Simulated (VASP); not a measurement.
# SnO2 (Pa-3) in VASP: settings compared, part 2 of 2

VASP 6.6.1. Earlier steps stand in the parts before.

### Step 3. Single point, PBE+D4

This run uses another cell than the first one, of 11.30 Å³/atom, 1.084 times its volume.

INCAR reads:

```
SYSTEM = SnO2
  PREC = Accurate
  ENCUT = 520
  EDIFF = 1E-6
  ISMEAR = -1
  SIGMA = 0.05
  LREAL = .FALSE.
  LASPH = .TRUE.
  NELM = 80
  ALGO = Normal
  ISIF = 2
  LWAVE = .FALSE.
  LCHARG = .FALSE.
  GGA = PE
  IVDW = 13
  NBANDS = 64
```

KPOINTS reads:

```
regular mesh
0
G
  4 4 4
  0 0 0
```

POSCAR reads:

```
SnO2
1.0
    5.1368735128      0.0000000000      0.0000000000
    0.0000000000      5.1368735128      0.0000000000
    0.0000000000      0.0000000000      5.1368735128
Sn O
4 8
Direct
    0.0000000000      0.0000000000      0.0000000000
    0.5000000000      0.0000000000      0.5000000000
    0.5000000000      0.5000000000      0.0000000000
    0.0000000000      0.5000000000      0.5000000000
    0.6601473724      0.8398526276      0.1601473724
    0.8398526276      0.1601473724      0.6601473724
    0.1601473724      0.6601473724      0.8398526276
    0.3398526276      0.3398526276      0.3398526276
    0.6601473724      0.6601473724      0.6601473724
    0.8398526276      0.3398526276      0.1601473724
    0.1601473724      0.8398526276      0.3398526276
    0.3398526276      0.1601473724      0.8398526276
```

Potentials or basis: VASP PAW PBE potentials, release 64 (Sn_d, O).

Launch:

```bash
$ cat potpaw_PBE.64/Sn_d/POTCAR potpaw_PBE.64/O/POTCAR > POTCAR
$ mpirun -np 1 vasp_std > vasp.out
```

OUTCAR:

```text
SYSTEM = SnO2
   PREC = Accurate
   ENCUT = 520
   EDIFF = 1E-6
   ISMEAR = -1
   LREAL = .FALSE.
   LASPH = .TRUE.
   NELM = 80
   ISIF = 2
   GGA = PE
   IVDW = 13

 ion  position               nearest neighbor table
   1  0.000  0.000  0.000-   5 2.10   6 2.10   7 2.10  10 2.10  11 2.10  12 2.10   2 3.63   3 3.63
                             4 3.63   2 3.63   4 3.63   3 3.63   4 3.63   4 3.63   2 3.63   3 3.63
   2  0.500  0.000  0.500-   5 2.10   6 2.10   8 2.10   9 2.10  11 2.10  12 2.10   1 3.63   3 3.63
                             4 3.63   1 3.63   3 3.63   3 3.63   4 3.63   3 3.63   1 3.63   4 3.63
   3  0.500  0.500  0.000-   5 2.10   7 2.10   8 2.10   9 2.10  10 2.10  12 2.10   1 3.63   2 3.63
[... 964 lines left out ...]
  volume of cell :      135.55
      direct lattice vectors                 reciprocal lattice vectors
     5.136873513  0.000000000  0.000000000     0.194670941  0.000000000  0.000000000
     0.000000000  5.136873513  0.000000000     0.000000000  0.194670941  0.000000000
     0.000000000  0.000000000  5.136873513     0.000000000  0.000000000  0.194670941

 POSITION                                       TOTAL-FORCE (eV/Angst)
 -----------------------------------------------------------------------------------
      0.00000      0.00000      0.00000         0.000000     -0.000000      0.000000
      2.56844      0.00000      2.56844         0.000000     -0.000000      0.000000
      2.56844      2.56844      0.00000         0.000000     -0.000000      0.000000
      0.00000      2.56844      2.56844         0.000000     -0.000000      0.000000
      3.39109      4.31422      0.82266        -0.000733      0.000733     -0.000733
      4.31422      0.82266      3.39109         0.000733     -0.000733     -0.000733
      0.82266      3.39109      4.31422        -0.000733     -0.000733      0.000733
      1.74578      1.74578      1.74578         0.000733      0.000733      0.000733
      3.39109      3.39109      3.39109        -0.000733     -0.000733     -0.000733
      4.31422      1.74578      0.82266         0.000733      0.000733     -0.000733
      0.82266      4.31422      1.74578        -0.000733      0.000733      0.000733
      1.74578      0.82266      4.31422         0.000733     -0.000733      0.000733
 -----------------------------------------------------------------------------------
    total drift:                                0.000000      0.000000     -0.000000

  FREE ENERGIE OF THE ION-ELECTRON SYSTEM (eV)
  ---------------------------------------------------
  free  energy   TOTEN  =       -76.7706500558 eV

  energy  without entropy=      -76.7705897063  energy(sigma->0) =      -76.77061988
```

OSZICAR:

```text
N       E                     dE             d eps       ncg     rms          rms(c)
DAV:   1     0.161786652779E+04    0.16179E+04   -0.47642E+04  1640   0.261E+03
DAV:   2     0.272041624361E+03   -0.13458E+04   -0.12723E+04  1472   0.825E+02
DAV:   3    -0.558545246778E+02   -0.32790E+03   -0.31904E+03  1536   0.285E+02
DAV:   4    -0.849211378416E+02   -0.29067E+02   -0.28722E+02  1784   0.933E+01
DAV:   5    -0.857245759528E+02   -0.80344E+00   -0.80142E+00  1640   0.161E+01    0.220E+01
DAV:   6    -0.731577727834E+02    0.12567E+02   -0.43056E+01  2128   0.705E+01    0.775E+00
DAV:   7    -0.734429209869E+02   -0.28515E+00   -0.48196E+00  1576   0.908E+00    0.455E+00
DAV:   8    -0.734020098604E+02    0.40911E-01   -0.66991E-01  1896   0.548E+00    0.119E+00
DAV:   9    -0.733659298372E+02    0.36080E-01   -0.18714E-01  2064   0.427E+00    0.211E-01
DAV:  10    -0.733673283983E+02   -0.13986E-02   -0.15531E-02  1880   0.966E-01    0.867E-02
DAV:  11    -0.733675615815E+02   -0.23318E-03   -0.11973E-03  2008   0.276E-01    0.248E-02
DAV:  12    -0.733675741533E+02   -0.12572E-04   -0.93669E-05  1768   0.539E-02    0.220E-02
DAV:  13    -0.733675650679E+02    0.90854E-05   -0.35711E-05  1840   0.539E-02    0.421E-03
DAV:  14    -0.733675651461E+02   -0.78289E-07   -0.29088E-06  1288   0.915E-03
   1 F= -.76770650E+02 E0= -.76770620E+02  d E =-.603495E-04
```

stdout:

```text
POSCAR found type information on POSCAR SnO
 POSCAR found :  2 types and      12 ions
 scaLAPACK will be used
 LDA part: xc-table for (Slater+PW92), standard interpolation
 POSCAR, INCAR and KPOINTS ok, starting setup
 FFT: planning ... GRIDC
 FFT: planning ... GRID_SOFT
 FFT: planning ... GRID
 WAVECAR not read
 entering main loop
```

Wall time 51 s (1 thread of Intel Xeon 6975P-C (Granite Rapids), shared host); peak memory 0.26 GiB.

Results:

```yaml
Free_energy: -76.7707 eV
Pressure: 0.6 GPa
Band_gap_on_the_k_mesh: 0.78 eV, indirect (least direct gap 0.83 eV)
Dispersion_energy_per_atom: -0.284 eV
```

Levels at points of the mesh, in eV from the valence-band top:
```csv
k point,band 48,band 49,band 50,band 51,band 52,band 53,band 54,band 55,band 56,band 57
"(0.00, 0.00, 0.00)",-0.70,-0.29,-0.06,-0.06,-0.06,0.78,5.98,5.98,5.98,7.53
"(0.50, 0.00, 0.00)",-0.72,-0.44,-0.44,0.00,0.00,3.85,3.85,5.05,5.05,7.88
"(0.50, 0.50, 0.00)",-1.14,-0.30,-0.30,-0.30,-0.30,4.72,4.72,4.72,4.72,7.96
"(0.50, 0.50, 0.50)",-1.17,-0.60,-0.60,-0.60,-0.60,5.22,5.22,5.22,5.22,7.42
```

Caveat: spin-orbit coupling is left out, which moves the levels of the heavy elements. PBE gaps usually lie below the measured ones, often by a third to a half.

### Step 4. Single point, PBE+D3(BJ)

This run uses another cell than the first one, of 11.32 Å³/atom, 1.086 times its volume.

INCAR reads:

```
SYSTEM = SnO2
ALGO = Normal ; EDIFF = 1E-6
ENCUT = 520 ; GGA = PE
ISIF = 2 ; ISMEAR = -1
IVDW = 12 ; LASPH = .True.
LCHARG = .False. ; LREAL = .False.
LWAVE = .False. ; NBANDS = 64
NELM = 80 ; PREC = Accurate
SIGMA = 0.05
```

KPOINTS reads:

```
k-points
0
Gamma
  5 5 5
  0 0 0
```

POSCAR reads:

```
SnO2
1.0
    5.1408618647      0.0000000000      0.0000000000
    0.0000000000      5.1408618647      0.0000000000
    0.0000000000      0.0000000000      5.1408618647
Sn O
4 8
Direct
    0.0000000000      0.0000000000      0.0000000000
    0.5000000000      0.0000000000      0.5000000000
    0.5000000000      0.5000000000      0.0000000000
    0.0000000000      0.5000000000      0.5000000000
    0.6602239918      0.8397760082      0.1602239918
    0.8397760082      0.1602239918      0.6602239918
    0.1602239918      0.6602239918      0.8397760082
    0.3397760082      0.3397760082      0.3397760082
    0.6602239918      0.6602239918      0.6602239918
    0.8397760082      0.3397760082      0.1602239918
    0.1602239918      0.8397760082      0.3397760082
    0.3397760082      0.1602239918      0.8397760082
```

Launch:

```bash
$ cat potpaw_PBE.64/Sn_d/POTCAR potpaw_PBE.64/O/POTCAR > POTCAR
$ mpirun -np 1 vasp_std > vasp.out
```

Run time: 55 s. Hardware: 1 thread of AMD EPYC 9R45 (Zen 5), shared host; peak memory 0.24 GiB.

It converged, with:

```yaml
Free_energy: -76.2057 eV
Pressure: 0.6 GPa
Band_gap_on_the_k_mesh: 0.75 eV, indirect (least direct gap 0.81 eV)
Dispersion_energy_per_atom: -0.236 eV
```

Levels at points of the mesh, in eV from the valence-band top:
```csv
k point,band 49,band 50,band 51,band 52,band 53,band 54,band 55,band 56
"(0.00, 0.00, 0.00)",-0.30,-0.06,-0.06,-0.06,0.75,5.95,5.95,5.95
```

Caveat: spin-orbit coupling is left out, which moves the levels of the heavy elements. A k mesh can miss the band edges.

### Step 5. Single point, PBEsol

This run uses another cell than the first one, of 11.14 Å³/atom, 1.068 times its volume.

INCAR reads:

```
SYSTEM = SnO2
  ALGO = Normal
  EDIFF = 1E-6
  ENCUT = 520
  GGA = PS
  ISIF = 2
  ISMEAR = -1
  LASPH = .True.
  LCHARG = .False.
  LREAL = .False.
  LWAVE = .False.
  NBANDS = 64
  NELM = 60
  PREC = Accurate
  SIGMA = 0.05
```

KPOINTS is that of step 4.

POSCAR reads:

```
SnO2
1.0
    5.1125284135      0.0000000000      0.0000000000
    0.0000000000      5.1125284135      0.0000000000
    0.0000000000      0.0000000000      5.1125284135
Sn O
4 8
Direct
    0.0000000000      0.0000000000      0.0000000000
    0.5000000000      0.0000000000      0.5000000000
    0.5000000000      0.5000000000      0.0000000000
    0.0000000000      0.5000000000      0.5000000000
    0.6606632223      0.8393367777      0.1606632223
    0.8393367777      0.1606632223      0.6606632223
    0.1606632223      0.6606632223      0.8393367777
    0.3393367777      0.3393367777      0.3393367777
    0.6606632223      0.6606632223      0.6606632223
    0.8393367777      0.3393367777      0.1606632223
    0.1606632223      0.8393367777      0.3393367777
    0.3393367777      0.1606632223      0.8393367777
```

Launch:

```bash
$ cat potpaw_PBE.64/Sn_d/POTCAR potpaw_PBE.64/O/POTCAR > POTCAR
$ mpirun -np 1 vasp_std > vasp.out
```

Run time: 44 s. Hardware: 1 thread of Intel Xeon 6975P-C (Granite Rapids), shared host; peak memory 0.26 GiB.

It converged, with:

- Free energy: -78.3730 eV
- Pressure: 0.6 GPa
- Band gap on the k mesh: 0.85 eV, indirect (least direct gap 0.92 eV)

Levels at points of the mesh, in eV from the valence-band top:
```
           k point  band 48  band 49  band 50  band 51  band 52  band 53  band 54  band 55  band 56  band 57
(0.00, 0.00, 0.00)    -0.70    -0.28    -0.07    -0.07    -0.07     0.85     6.06     6.06     6.06     7.49
```

Caveat: the PAW data sets were made with another functional, which shifts forces and pressure a little; spin-orbit coupling is left out, which moves the levels of the heavy elements. A hybrid or GW would open this gap; PBEsol tends to underestimate it.

### Step 6. Single point, PBE+D3(BJ)

This run uses another cell than the first one, of 11.32 Å³/atom, 1.086 times its volume.

INCAR reads:

```
  ALGO = Normal
  EDIFF = 1E-6
  ENCUT = 520
  GGA = PE
  ISIF = 2
  ISMEAR = -1
  IVDW = 12
  LASPH = T
  LCHARG = F
  LREAL = F
  LWAVE = F
  NBANDS = 64
  NELM = 80
  PREC = Accurate
  SIGMA = 0.05
```

KPOINTS reads:

```
k-points
0
Gamma
  4 4 4
```

POSCAR reads:

```
SnO2
1.0
    5.1406395842      0.0000000000      0.0000000000
    0.0000000000      5.1406395842      0.0000000000
    0.0000000000      0.0000000000      5.1406395842
Sn O
4 8
Direct
    0.0000000000      0.0000000000      0.0000000000
    0.5000000000      0.0000000000      0.5000000000
    0.5000000000      0.5000000000      0.0000000000
    0.0000000000      0.5000000000      0.5000000000
    0.6602003384      0.8397996616      0.1602003384
    0.8397996616      0.1602003384      0.6602003384
    0.1602003384      0.6602003384      0.8397996616
    0.3397996616      0.3397996616      0.3397996616
    0.6602003384      0.6602003384      0.6602003384
    0.8397996616      0.3397996616      0.1602003384
    0.1602003384      0.8397996616      0.3397996616
    0.3397996616      0.1602003384      0.8397996616
```

Potentials or basis: VASP PAW PBE potentials, release 64 (Sn_d, O).

Launch:

```bash
$ cat potpaw_PBE.64/Sn_d/POTCAR potpaw_PBE.64/O/POTCAR > POTCAR
$ mpirun -np 1 vasp_std > vasp.out
```

It took 2.9 min on 1 thread of AMD EPYC 7R43 (Zen 3), shared host; peak memory 0.23 GiB.

It converged, with:

* Free energy: -76.2026 eV
* Pressure: 0.6 GPa
* Band gap on the k mesh: 0.76 eV, indirect (least direct gap 0.81 eV)
* Dispersion energy per atom: -0.236 eV

Levels at points of the mesh, in eV from the valence-band top:
| k point | band 49 | band 50 | band 51 | band 52 | band 53 | band 54 | band 55 | band 56 |
| --- | --- | --- | --- | --- | --- | --- | --- | --- |
| (0.00, 0.00, 0.00) | -0.29 | -0.06 | -0.06 | -0.06 | 0.76 | 5.95 | 5.95 | 5.95 |
| (0.50, 0.00, 0.00) | -0.44 | -0.44 | 0.00 | 0.00 | 3.83 | 3.83 | 5.03 | 5.03 |
| (0.50, 0.50, 0.00) | -0.30 | -0.30 | -0.30 | -0.30 | 4.70 | 4.70 | 4.70 | 4.70 |
| (0.50, 0.50, 0.50) | -0.60 | -0.60 | -0.60 | -0.60 | 5.19 | 5.19 | 5.19 | 5.19 |

Caveat: spin-orbit coupling is left out, which moves the levels of the heavy elements.

### Step 7. Overview

```csv
level,potentials or basis,cell,k mesh,gap on the mesh (eV),pressure (GPa)
LDA,"VASP PAW LDA potentials, release 64 (Sn_d, O)","a = 5.001 Å, 12 atoms",4 × 4 × 4,1.61,11.3
PBE+D4,"VASP PAW PBE potentials, release 64 (Sn_d, O)","a = 5.137 Å, 12 atoms",4 × 4 × 4,0.78,0.6
PBE+D3(BJ),"VASP PAW PBE potentials, release 64 (Sn_d, O)","a = 5.141 Å, 12 atoms",5 × 5 × 5,0.75,0.6
PBEsol,"VASP PAW PBE potentials, release 64 (Sn_d, O)","a = 5.113 Å, 12 atoms",5 × 5 × 5,0.85,0.6
PBE+D3(BJ),"VASP PAW PBE potentials, release 64 (Sn_d, O)","a = 5.141 Å, 12 atoms",4 × 4 × 4,0.76,0.6
```

Alike in all rows: task single point; no spin polarisation; cutoff (eV) 520; smearing fermi-dirac 0.05 eV.

Caveats: spin-orbit coupling is left out, which moves the levels of the heavy elements; the PAW data sets were made with another functional, which shifts forces and pressure a little (some runs).

Total energies depend on the potentials used, so only differences within one code and one set of settings carry meaning.
